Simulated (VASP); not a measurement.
Input of a VASP 6.6.1 run:

The input INCAR:

```
ALGO = Normal
EDIFF = 1E-6
ENCUT = 520
GGA = PS
ISIF = 2
ISMEAR = 0
LASPH = T
LCHARG = T
LELF = T
LREAL = F
LVHAR = T
LWAVE = F
NBANDS = 10
NELM = 100
PREC = Accurate
SIGMA = 0.15
```

The input KPOINTS:

```
k-points
0
Gamma
  14 14 14
```

Contents of POSCAR:

```
K
1.0
   -2.4871000000      2.4871000000      2.6180000000
    2.4871000000     -2.4871000000      2.6180000000
    2.4871000000      2.4871000000     -2.6180000000
K
1
Direct
    0.0000000000      0.0000000000      0.0000000000
```

Potentials or basis: VASP PAW PBE potentials, release 64 (K_sv).

Launch:

```bash
$ cat potpaw_PBE.64/K_sv/POTCAR > POTCAR
$ mpirun -np 1 vasp_std > vasp.out
```

(1) Estimate the pressure.

## Answers

(1) 0.4 GPa.

Caveat: the cell differs from its parent crystal (strain -0.0500 x Voigt [1, 1, 0, 0, 0, 0]); the PAW data sets were made with another functional, which shifts forces and pressure a little.
